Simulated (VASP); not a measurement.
Here is a VASP 6.6.1 calculation.

Contents of INCAR:

```
ALGO = Normal
EDIFF = 1E-6
ENCUT = 600
GGA = PS
GGA_COMPAT = F
ISIF = 2
ISMEAR = 0
LASPH = T
LCHARG = F
LREAL = F
LWAVE = F
NBANDS = 16
NELM = 120
PREC = Accurate
SIGMA = 0.01
```

The input KPOINTS:

```
k-points
0
Gamma
  6 6 4
```

The input POSCAR:

```
AlN
1.0
    3.1130000000      0.0000000000      0.0000000000
   -1.5565000000      2.6959370820      0.0000000000
    0.0000000000      0.0000000000      4.9810000000
Al N
2 2
Direct
    0.3333330000      0.6666670000      0.0000000000
    0.6666670000      0.3333330000      0.5000000000
    0.3333330000      0.6666670000      0.3800000000
    0.6666670000      0.3333330000      0.8800000000
```

Potentials or basis: VASP PAW PBE potentials, release 64 (Al, N).

Run with:

```sh
$ cat potpaw_PBE.64/Al/POTCAR potpaw_PBE.64/N/POTCAR > POTCAR
$ mpirun -np 1 vasp_std > vasp.out
```

(1) Predict the pressure.

(2) Predict the largest force.

## Answers

(1) 0.0 GPa.

(2) 0.133 eV/Å.

Caveat: the PAW data sets were made with another functional, which shifts forces and pressure a little.

**The experiment to reproduce.**

From “Structural and optical properties of self-assembled AlN nanowires grown on SiO2/Si substrates by molecular beam epitaxy”, 2024, arxiv:2402.00216, for a bulk crystal of AlN at 0 K: band gap 6.0343 eV (an exciton energy, a little under the gap).

A measured gap of AlN is 6.0343 eV (an exciton energy, a little under the gap; 0 K; quoted in “Structural and optical properties of self-assembled AlN nanowires grown on SiO2/Si substrates by molecular beam epitaxy”, 2024, arxiv:2402.00216); the calculated 4.15 eV misses it by -1.89 eV. 2 values of this kind are on record (6.034 to 6.0343 eV); this one was drawn at random. The value is that of PBEsol, without temperature or zero-point motion. Semilocal functionals fall short of measured gaps as a rule.
